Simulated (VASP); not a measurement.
# NaI (Pmma) in VASP: notebook

The runs below take NaI through single point, with PBE+D3(BJ).

Everything below comes from runs of VASP 6.6.1. Logs are shortened: lines on timing, memory, paths and dates and some standing lists are left out, and cuts for length are marked.

## Step 1: The cell of the first run

The typed cell holds 4 atoms: a = 4.772 Å, b = 4.102 Å, c = 7.270 Å, α = 90.00°, β = 90.00°, γ = 90.00°.

## Step 2: Single point, PBE+D3(BJ) (engineering shear strain xz +0.0000, normal strain along z +0.0733)

INCAR

```
PREC     = Accurate       # precision mode
ENCUT    = 520            # plane-wave cutoff, eV
EDIFF    = 1E-7           # SCF threshold, eV
ISMEAR   = 0              # smearing method
SIGMA    = 0.05           # smearing width, eV
LREAL    = False          # projectors in reciprocal space
LASPH    = True           # aspherical terms in the spheres
NELM     = 100            # most SCF steps
ALGO     = Normal         # electronic algorithm
ISIF     = 2              # what is computed and relaxed
LWAVE    = False          # write WAVECAR
LCHARG   = False          # write CHGCAR
GGA      = PE             # functional
IVDW     = 12             # dispersion correction
NBANDS   = 22             # bands
```

KPOINTS

```
Automatic mesh
0
Gamma
  6 8 4
```

POSCAR

```
NaI
1.0
    4.7722534545      0.0000000000      0.0000000000
    0.0000000000      4.1018944388      0.0000000000
    0.0000000000      0.0000000000      7.2702963380
Na I
2 2
Direct
    0.2500000000      0.5000000000      0.2499880837
    0.7500000000      0.5000000000      0.7500119163
    0.2500000000      0.0000000000      0.7499134626
    0.7500000000      0.0000000000      0.2500865374
```

Potentials or basis: VASP PAW PBE potentials, release 64 (Na_pv, I).

Command:

```console
cat potpaw_PBE.64/Na_pv/POTCAR potpaw_PBE.64/I/POTCAR > POTCAR
mpirun -np 1 vasp_std > vasp.out
```

OUTCAR:

```text
PREC = Accurate
   ENCUT = 520
   EDIFF = 1E-7
   ISMEAR = 0
   LREAL = False
   LASPH = True
   NELM = 100
   ISIF = 2
   GGA = PE
   IVDW = 12
 IVDW          = 12

 ion  position               nearest neighbor table
   1  0.250  0.500  0.250-   4 3.15   4 3.15   4 3.15   4 3.15
   2  0.750  0.500  0.750-   3 3.15   3 3.15   3 3.15   3 3.15
   3  0.250  0.000  0.750-   2 3.15   2 3.15   2 3.15   2 3.15
   4  0.750  0.000  0.250-   1 3.15   1 3.15   1 3.15   1 3.15

  LATTYP: Found a simple orthorhombic cell.
 ALAT       =     4.1018944388
 B/A-ratio  =     1.1634266863
 C/A-ratio  =     1.7724240461

  Lattice vectors:

 A1 = (   0.0000000000,  -4.1018944388,   0.0000000000)
 A2 = (   4.7722534545,   0.0000000000,   0.0000000000)
 A3 = (   0.0000000000,   0.0000000000,   7.2702963380)

Analysis of symmetry for initial positions (statically):
=====================================================================
 Subroutine PRICEL returns:
 Original cell was already a primitive cell.

 Routine SETGRP: Setting up the symmetry group for a
 simple orthorhombic supercell.

 Subroutine GETGRP returns: Found  8 space group operations
 (whereof  4 operations were pure point group operations)
 out of a pool of  8 trial point group operations.

The static configuration has the point symmetry C_2h.
 The point group associated with its full space group is D_2h.

Analysis of symmetry for dynamics (positions and initial velocities):
=====================================================================
 Subroutine PRICEL returns:
 Original cell was already a primitive cell.

 Routine SETGRP: Setting up the symmetry group for a
 simple orthorhombic supercell.

 Subroutine GETGRP returns: Found  8 space group operations
 (whereof  4 operations were pure point group operations)
 out of a pool of  8 trial point group operations.

The dynamic configuration has the point symmetry C_2h.
 The point group associated with its full space group is D_2h.

 Subroutine INISYM returns: Found  8 space group operations
 (whereof  4 operations are pure point group operations),
 and found     1 'primitive' translations

----------------------------------------------------------------------------------------

                                     Primitive cell

  volume of cell :     142.3181

  direct lattice vectors                    reciprocal lattice vectors
     4.772253455  0.000000000  0.000000000     0.209544612  0.000000000  0.000000000
     0.000000000  4.101894439  0.000000000     0.000000000  0.243789794  0.000000000
     0.000000000  0.000000000  7.270296338     0.000000000  0.000000000  0.137545975

  length of vectors
     4.772253455  4.101894439  7.270296338     0.209544612  0.243789794  0.137545975

  position of ions in fractional coordinates (direct lattice)
     0.250000000  0.500000000  0.249988084
     0.750000000  0.500000000  0.750011916
     0.250000000  0.000000000  0.749913463
     0.750000000  0.000000000  0.250086537

  ion indices of the primitive-cell ions
   primitive index   ion index
                 1           1
                 2           2
                 3           3
                 4           4

----------------------------------------------------------------------------------------

 KPOINTS: Automatic mesh

Automatic generation of k-mesh.
 Grid dimensions read from file:
 generate k-points for:    6    8    4

 Generating k-lattice:

  Cartesian coordinates                     Fractional coordinates (reciprocal lattice)
     0.034924102  0.000000000  0.000000000     0.166666667  0.000000000  0.000000000
     0.000000000  0.030473724  0.000000000     0.000000000  0.125000000  0.000000000
     0.000000000  0.000000000  0.034386494     0.000000000  0.000000000  0.250000000

  Length of vectors
     0.034924102  0.030473724  0.034386494

  Shift w.r.t. Gamma in fractional coordinates (k-lattice)
     0.000000000  0.000000000  0.000000000

 Subroutine IBZKPT returns following result:
 ===========================================

 Found     60 irreducible k-points:

 Following reciprocal coordinates:
            Coordinates               Weight
  0.000000  0.000000  0.000000      1.000000
  0.166667  0.000000  0.000000      2.000000
  0.333333  0.000000  0.000000      2.000000
  0.500000  0.000000  0.000000      1.000000
  0.000000  0.125000  0.000000      2.000000
  0.166667  0.125000  0.000000      4.000000
[... 16 lines left out ...]
  0.333333  0.000000  0.250000      4.000000
  0.500000  0.000000  0.250000      2.000000
 [... further k-points ...]
   k-points           NKPTS =     60   k-points in BZ     NKDIM =     60   number of bands    NBANDS=     22
   number of dos      NEDOS =    301   number of ions     NIONS =      4
   total plane-waves  NPLWV =  62208
   dimension x,y,z NGX =    36 NGY =   32 NGZ =   54
   dimension x,y,z NGXF=    72 NGYF=   64 NGZF=  108
   ions per type =               2   2
   NGX,Y,Z   is equivalent  to a cutoff of  12.54, 12.97, 12.35 a.u.
   NGXF,Y,Z  is equivalent  to a cutoff of  25.08, 25.94, 24.70 a.u.
 SYSTEM =  unknown system
   PREC   = accura    normal or accurate (medium, high low for compatibility)
   ISTART =      0    job   : 0-new  1-cont  2-samecut
   ICHARG =      2    charge: 1-file 2-atom 10-const
   ISPIN  =      1    spin polarized calculation?
   LNONCOLLINEAR =      F non collinear calculations
   LSORBIT =      F    spin-orbit coupling
   LASPH  =      T    aspherical Exc in radial PAW
   ENCUT  =  520.0 eV  38.22 Ry    6.18 a.u.   8.87  7.63 13.52*2*pi/ulx,y,z
   NELM   =    100;   NELMIN=  2; NELMDL= -5     # of ELM steps
   EDIFF  = 0.1E-06   stopping-criterion for ELM
   LREAL  =      F    real-space projection
   EDIFFG = 0.1E-05   stopping-criterion for IOM
   NSW    =      0    number of steps for IOM
   IBRION =     -1    ionic relax: 0-MD 1-quasi-New 2-CG
   NFREE  =      0    steps in history (QN), initial steepest desc. (CG)
   ISIF   =      2    stress and relaxation
   ISYM   =      2    0-nonsym 1-usesym 2-fastsym
   POTIM  = 0.5000    time-step for ionic-motion
   TEBEG  =    0.0;   TEEND  =   0.0 temperature during run
   PSTRESS=    0.0 pullay stress
   NELECT =      28.0000    total number of electrons
   NUPDOWN=      -1.0000    fix difference up-down
   EMIN   =  10.00;   EMAX   =-10.00  energy-range for DOS
   EFERMI =   0.00;   METHOD = LEGACY
   ISMEAR =     0;   SIGMA  =   0.05  broadening in eV -4-tet -1-fermi 0-gaus
   EFERMI_NEDOS =   21; number of points for ismear=-14 and -15
   IALGO  =     38    algorithm
   IMIX   =      4    mixing-type and parameters
     AMIX     =   0.40;   BMIX     =  1.00
     AMIX_MAG =   1.60;   BMIX_MAG =  1.00
  volume/ion in A,a.u.               =      35.58       240.10
  Fermi-wavevector in a.u.,A,eV,Ry     =   0.952155  1.799311 12.335020  0.906598
  Thomas-Fermi vector in A             =   2.080691
   LORBIT       =      0    0 simple, 1 ext, 2 COOP (PROOUT), +10 PAW based schemes
   GGA     = PE    functional components
   LHFCALC =     F    Hartree Fock is set to
   AEXX    =    0.0000 exact exchange contribution
   IVDW    =    12    specifies the selected vdW correction
   LEPSILON=     F    determine dielectric tensor
   LRPA    =     F    only Hartree local field effects (RPA)
 non-spin polarized calculation
 Gauss-broadening in eV      SIGMA  =   0.05
  energy-cutoff  :      520.00
  volume of cell :      142.32
 maximum number of plane-waves:      3868
 NGX is ok and might be reduce to    36
   NGX = 17   NGY = 15   NGZ = 27

 number of electron      27.9999990 magnetization

 Free energy of the ion-electron system (eV)
  ---------------------------------------------------
  ext. energy  EPLUGINS =         0.00000000
  ---------------------------------------------------
  free energy    TOTEN  =       -10.26847736 eV

  energy without entropy =      -10.26847736  energy(sigma->0) =      -10.26847736

 E-fermi :   1.4262     XC(G=0):  -7.4812

 val. band max:        1.2115055276   @ k =   0.0000   0.5000   0.0000
 cond. band min:       3.8257796295   @ k =   0.0000   0.0000   0.0000
 fundamental gap:      2.6142741019
 Fermi energy:         1.4262145192

 k-point     1 :       0.0000    0.0000    0.0000
  band No.  band energies     occupation
      1     -22.1670      2.00000
      2     -22.1628      2.00000
      3     -22.1267      2.00000
      4     -22.1261      2.00000
      5     -22.1213      2.00000
      6     -22.1198      2.00000
[... 14 lines left out ...]
     21       9.5090      0.00000
     22       9.8892      0.00000

 k-point     2 :       0.1667    0.0000    0.0000
  band No.  band energies     occupation
      1     -22.1667      2.00000
      2     -22.1631      2.00000
      3     -22.1265      2.00000
      4     -22.1261      2.00000
      5     -22.1219      2.00000
      6     -22.1205      2.00000
[... 14 lines left out ...]
     21       9.7792      0.00000
     22      10.0543      0.00000

 k-point     3 :       0.3333    0.0000    0.0000
  band No.  band energies     occupation
      1     -22.1659      2.00000
      2     -22.1638      2.00000
      3     -22.1262      2.00000
      4     -22.1260      2.00000
      5     -22.1229      2.00000
      6     -22.1221      2.00000
[... 14 lines left out ...]
     21       9.9417      0.00000
     22      10.1664      0.00000

 k-point     4 :       0.5000    0.0000    0.0000
  band No.  band energies     occupation
      1     -22.1648      2.00000
      2     -22.1648      2.00000
      3     -22.1260      2.00000
      4     -22.1260      2.00000
      5     -22.1231      2.00000
      6     -22.1231      2.00000
[... 14 lines left out ...]
     21       9.7826      0.00000
     22       9.7826      0.00000

 k-point     5 :       0.0000    0.1250    0.0000
  band No.  band energies     occupation
      1     -22.1669      2.00000
      2     -22.1627      2.00000
      3     -22.1279      2.00000
      4     -22.1273      2.00000
      5     -22.1211      2.00000
      6     -22.1195      2.00000
[... 14 lines left out ...]
     21       9.6337      0.00000
     22       9.6423      0.00000

 k-point     6 :       0.1667    0.1250    0.0000
  band No.  band energies     occupation
      1     -22.1666      2.00000
      2     -22.1630      2.00000
      3     -22.1277      2.00000
      4     -22.1272      2.00000
      5     -22.1216      2.00000
      6     -22.1203      2.00000
[... 14 lines left out ...]
     21       9.0825      0.00000
     22       9.8879      0.00000

 k-point     7 :       0.3333    0.1250    0.0000
  band No.  band energies     occupation
      1     -22.1658      2.00000
      2     -22.1637      2.00000
      3     -22.1274      2.00000
      4     -22.1271      2.00000
      5     -22.1226      2.00000
      6     -22.1218      2.00000
[... 324 lines left out ...]
      6     -22.1212      2.00000
[... 14 lines left out ...]
     21       9.3956      0.00000
     22       9.3956      0.00000

 k-point    21 :       0.0000    0.0000    0.2500
  band No.  band energies     occupation
      1     -22.1664      2.00000
      2     -22.1634      2.00000
      3     -22.1266      2.00000
      4     -22.1262      2.00000
      5     -22.1211      2.00000
      6     -22.1200      2.00000
[... 14 lines left out ...]
     21       8.7447      0.00000
     22      10.1502      0.00000

 k-point    22 :       0.1667    0.0000    0.2500
  band No.  band energies     occupation
      1     -22.1662      2.00000
      2     -22.1636      2.00000
      3     -22.1265      2.00000
      4     -22.1261      2.00000
      5     -22.1217      2.00000
      6     -22.1207      2.00000
[... 14 lines left out ...]
     21       9.4866      0.00000
     22      10.0673      0.00000

 k-point    23 :       0.3333    0.0000    0.2500
  band No.  band energies     occupation
      1     -22.1656      2.00000
      2     -22.1641      2.00000
      3     -22.1262      2.00000
      4     -22.1260      2.00000
      5     -22.1227      2.00000
      6     -22.1222      2.00000
[... 14 lines left out ...]
     21       9.6897      0.00000
     22       9.9164      0.00000

 k-point    24 :       0.5000    0.0000    0.2500
  band No.  band energies     occupation
      1     -22.1648      2.00000
      2     -22.1648      2.00000
      3     -22.1260      2.00000
      4     -22.1260      2.00000
      5     -22.1231      2.00000
      6     -22.1231      2.00000
[... 14 lines left out ...]
     21       9.5639      0.00000
     22       9.5639      0.00000

 [... further k-points ...]

------------------------ aborting loop because EDIFF is reached ----------------------------------------

 Edisp (eV)   -0.95879

 E8    (eV) :    -0.4441

  FORCE on cell =-STRESS in cart. coord.  units (eV):
  Direction    XX          YY          ZZ          XY          YZ          ZX
  --------------------------------------------------------------------------------------
  -------------------------------------------------------------------------------------
  Total      -0.77976     0.24561    -0.80541     0.00000     0.00000     0.00000
  in kB      -8.77831     2.76506    -9.06705     0.00000     0.00000     0.00000
  external pressure =       -5.03 kB  Pullay stress =        0.00 kB

 VOLUME and BASIS-vectors are now :
 -----------------------------------------------------------------------------
  energy-cutoff  :      520.00
  volume of cell :      142.32
      direct lattice vectors                 reciprocal lattice vectors
     4.772253455  0.000000000  0.000000000     0.209544612  0.000000000  0.000000000
     0.000000000  4.101894439  0.000000000     0.000000000  0.243789794  0.000000000
     0.000000000  0.000000000  7.270296338     0.000000000  0.000000000  0.137545975

 POSITION                                       TOTAL-FORCE (eV/Angst)
 -----------------------------------------------------------------------------------
      1.19306      2.05095      1.81749        -0.000000      0.000000      0.000202
      3.57919      2.05095      5.45281         0.000000     -0.000000     -0.000202
      1.19306      0.00000      5.45209         0.000000     -0.000000      0.001029
      3.57919      0.00000      1.81820         0.000000     -0.000000     -0.001029
 -----------------------------------------------------------------------------------
    total drift:                                0.000000      0.000000     -0.000000

  FREE ENERGIE OF THE ION-ELECTRON SYSTEM (eV)
  ---------------------------------------------------
  free  energy   TOTEN  =       -11.2272683051 eV

  energy  without entropy=      -11.2272683051  energy(sigma->0) =      -11.22726831
```

Run time: 3.2 min. Hardware: 1 thread of Intel Xeon 8259CL, shared host; peak memory 0.34 GiB.

What came out:

```yaml
Free_energy: -11.2273 eV
Pressure: -0.5 GPa
Band_gap_on_the_k_mesh: 2.61 eV
Dispersion_energy_per_atom: -0.240 eV
```

Stress tensor (GPa, compression positive):
```
-0.88  0.00  0.00
 0.00  0.28  0.00
 0.00  0.00 -0.91
```

Caveat: the cell differs from its parent crystal (engineering shear strain xz +0.0000, normal strain along z +0.0733); spin-orbit coupling is left out, which moves the levels of the heavy elements.

## Step 3: Single point, PBE+D3(BJ) (engineering shear strain xz +0.0000, normal strain along z +0.1100)

INCAR

```
SYSTEM = NaI
ALGO = Normal ; EDIFF = 1E-6
ENCUT = 520 ; GGA = PE
ISIF = 2 ; ISMEAR = 0
IVDW = 12 ; LASPH = .TRUE.
LCHARG = .FALSE. ; LREAL = .FALSE.
LWAVE = .FALSE. ; NBANDS = 22
NELM = 60 ; PREC = Accurate
SIGMA = 0.05
```

KPOINTS

```
k-points
0
G
  6 8 4
  0 0 0
```

Changes to POSCAR since step 2:

```diff
@@ -4,3 +4,3 @@
     0.0000000000      4.1018944388      0.0000000000
-    0.0000000000      0.0000000000      7.2702963380
+    0.0000000000      0.0000000000      7.5188940047
 Na I
```

Potentials or basis: VASP PAW PBE potentials, release 64 (Na_pv, I).

Command:

```console
cat potpaw_PBE.64/Na_pv/POTCAR potpaw_PBE.64/I/POTCAR > POTCAR
mpirun -np 1 vasp_std > vasp.out
```

Run time: 2.6 min. Hardware: 1 thread of Intel Xeon 8259CL, shared host; peak memory 0.35 GiB.

Results (log left out):

* Free energy: -11.1961 eV
* Pressure: -0.6 GPa
* Band gap on the k mesh: 2.68 eV
* Dispersion energy per atom: -0.231 eV

Stress tensor (GPa, compression positive):
```
-1.17  0.00  0.00
 0.00  0.39  0.00
 0.00  0.00 -1.14
```

Levels at points of the mesh, in eV from the valence-band top:
| k point | band 12 | band 13 | band 14 | band 15 | band 16 | band 17 |
| --- | --- | --- | --- | --- | --- | --- |
| (0.00, 0.00, 0.00) | -0.40 | -0.28 | -0.11 | 2.68 | 3.82 | 5.95 |
| (0.50, 0.00, 0.00) | -1.28 | -0.20 | -0.20 | 5.33 | 5.33 | 6.13 |
| (0.00, 0.50, 0.00) | -1.12 | -0.68 | 0.00 | 3.84 | 4.97 | 5.21 |
| (0.50, 0.50, 0.00) | -1.76 | -0.84 | -0.84 | 4.06 | 4.06 | 5.34 |
| (0.00, 0.00, 0.50) | -1.20 | -0.26 | -0.26 | 3.86 | 3.86 | 5.59 |
| (0.50, 0.00, 0.50) | -0.80 | -0.20 | -0.20 | 4.40 | 4.40 | 6.59 |
| (0.00, 0.50, 0.50) | -0.94 | -0.91 | -0.91 | 4.80 | 4.80 | 5.64 |
| (0.50, 0.50, 0.50) | -2.00 | -0.45 | -0.45 | 3.55 | 3.55 | 6.20 |

Caveat: the cell differs from its parent crystal (engineering shear strain xz +0.0000, normal strain along z +0.1100); spin-orbit coupling is left out, which moves the levels of the heavy elements. A k mesh can miss the band edges.
